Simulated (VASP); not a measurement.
**ZnS3: single point with PBE**

The system is ZnS3.

```
Zn S
1.0
     3.45875    0.00000    0.00000
     0.00000    3.45875    0.00000
     0.00000    0.00000    7.00953
Zn S
1 3
Cartesian
  1.7294 1.7294 3.5048
  0.0000 0.0000 5.2391
  0.0000 0.0000 1.7704
  1.7294 1.7294 0.0000
```

The cell was built from a structure type or drawn by symmetry, and may not be a known phase.

```
Program                : VASP 6.6.1
Task                   : single point
Functional             : PBE
Potentials or basis    : VASP PAW PBE potentials, release 64 (Zn, S)
Cutoff                 : 520 eV
k mesh                 : 6 × 6 × 4
Occupations            : gaussian, width 0.1 eV
Spin                   : no spin polarisation
Dipole correction      : no
Further INCAR settings : ALGO = Normal; EDIFF = 1e-06; NBANDS = 23
```

```json
{
 "Pressure": "-11.7 GPa",
 "Largest force": "0.274 eV/Å",
 "Band gap on the k mesh": "zero (bands 15 and 16 overlap by 1.63 eV)"
}
```

Forces on the atoms (eV/Å):
```
Zn   0.000  0.000  0.000
S    0.000  0.000 -0.274
S    0.000  0.000  0.274
S    0.000  0.000  0.000
```

Stress tensor (GPa, compression positive):
```
-11.17   0.00   0.00
  0.00 -11.17   0.00
  0.00   0.00 -12.73
```

Levels at points of the mesh, in eV from the Fermi level:
| k point | band 11 | band 12 | band 13 | band 14 | band 15 | band 16 | band 17 | band 18 | band 19 | band 20 |
| --- | --- | --- | --- | --- | --- | --- | --- | --- | --- | --- |
| (0.00, 0.00, 0.00) | -1.84 | -1.84 | -0.23 | -0.23 | 0.14 | 0.93 | 0.93 | 1.43 | 6.02 | 6.08 |
| (0.50, 0.00, 0.00) | -4.32 | -0.36 | -0.33 | -0.20 | -0.19 | 0.14 | 0.56 | 1.53 | 5.38 | 7.19 |
| (0.50, 0.50, 0.00) | -2.34 | -2.34 | -2.29 | -1.82 | -1.04 | -1.04 | -0.14 | 0.05 | 5.03 | 5.03 |
| (0.00, 0.00, 0.50) | -1.67 | -1.53 | -1.51 | -0.68 | -0.68 | 1.29 | 1.29 | 2.68 | 5.05 | 6.40 |
| (0.50, 0.00, 0.50) | -2.79 | -2.49 | -1.01 | -0.19 | -0.07 | 0.01 | 1.00 | 2.43 | 4.97 | 6.10 |
| (0.50, 0.50, 0.50) | -3.29 | -3.29 | -2.11 | -1.33 | -1.25 | 0.02 | 0.02 | 0.79 | 3.99 | 3.99 |

Wall time 67 s on 1 thread of Intel(R) Xeon(R) Platinum 8259CL CPU @ 2.50GHz (Skylake/Cascade Lake), on a shared host, peak memory 0.21 GiB.

Caveat: the cell stands under tension.
